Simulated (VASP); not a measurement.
A run of VASP 6.6.1 is set up as follows.

Contents of INCAR:

```
SYSTEM = GaSb3
  PREC = Accurate
  ENCUT = 500
  EDIFF = 1E-6
  ISMEAR = -1
  SIGMA = 0.05
  LREAL = .False.
  LASPH = .True.
  NELM = 120
  ALGO = Normal
  ISIF = 2
  LWAVE = .False.
  LCHARG = .False.
  GGA = PE
  NBANDS = 22
  GGA_COMPAT = .False.
```

Contents of KPOINTS:

```
Automatic mesh
0
Gamma
  6 6 6
  0 0 0
```

The input POSCAR:

```
GaSb3
1.0
    0.0000000000      3.7055566952      3.7055566952
    3.7055566952      0.0000000000      3.7055566952
    3.7055566952      3.7055566952      0.0000000000
Sb Ga
3 1
Direct
    0.5000000000      0.5000000000      0.5000000000
    0.7500000000      0.7500000000      0.7500000000
    0.2500000000      0.2500000000      0.2500000000
    0.0000000000      0.0000000000      0.0000000000
```

Potentials or basis: VASP PAW PBE potentials, release 64 (Sb, Ga_d).

Command:

```bash
$ cat potpaw_PBE.64/Sb/POTCAR potpaw_PBE.64/Ga_d/POTCAR > POTCAR
$ mpirun -np 1 vasp_std > vasp.out
```

(1) What does it give for the pressure?

(2) What does it give for the band gap on the k mesh?

## Answers

(1) 0.4 GPa.

(2) zero (band 14 reaches 9.00 eV, above the bottom of band 15 at 5.26 eV).

Caveat: spin-orbit coupling is left out, which moves the levels of the heavy elements.
